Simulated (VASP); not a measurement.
**PbS: single point with PBEsol**

PbS:

```xyz
4
Lattice="2.0489 -5.7978 0.0000 2.0489 5.7978 0.0000 0.0000 0.0000 4.2353" Properties=species:S:1:pos:R:3 pbc="T T T"
Pb    2.0489   -4.3242    3.1765
Pb    2.0489    4.3242    1.0588
S     2.0489   -1.6353    3.1765
S     2.0489    1.6353    1.0588
```

| Item | Value |
| --- | --- |
| Program | VASP 6.6.1 |
| Task | single point |
| Functional | PBEsol |
| Potentials or basis | VASP PAW PBE potentials, release 64 (Pb_d, S) |
| Cutoff | 520 eV |
| k mesh | 8 × 8 × 6 |
| Occupations | gaussian, width 0.02 eV |
| Spin | no spin polarisation |

```
Pressure               : 0.0 GPa
Band gap on the k mesh : 1.09 eV (least direct gap 1.16 eV)
```

Forces in eV/Å, atoms in the order of the input:
```
Pb   0.000  0.002  0.000
Pb   0.000 -0.002  0.000
S    0.000  0.003  0.000
S    0.000 -0.003  0.000
```

Levels at points of the mesh, in eV from the valence-band top:
| k point | band 18 | band 19 | band 20 | band 21 | band 22 | band 23 |
| --- | --- | --- | --- | --- | --- | --- |
| (0.00, 0.00, 0.00) | -1.91 | -1.63 | -0.64 | 4.51 | 4.52 | 4.93 |
| (0.50, 0.00, 0.00) | -1.27 | -0.43 | -0.37 | 1.67 | 1.69 | 1.94 |
| (0.50, 0.50, 0.00) | -1.81 | -1.44 | -0.64 | 1.09 | 4.39 | 4.62 |
| (0.00, 0.00, 0.50) | -1.22 | -0.07 | -0.07 | 1.64 | 1.64 | 2.63 |
| (0.50, 0.00, 0.50) | -3.50 | -1.51 | -1.51 | 3.25 | 3.25 | 5.43 |
| (0.50, 0.50, 0.50) | -1.22 | -0.58 | -0.58 | 1.62 | 1.62 | 3.17 |

It took 5.5 min on 1 thread of Intel Xeon 8259CL, on a shared host, peak memory 0.39 GiB.

Caveat: the PAW data sets were made with another functional, which shifts forces and pressure a little; spin-orbit coupling is left out, which moves the levels of the heavy elements. A k mesh can miss the band edges.
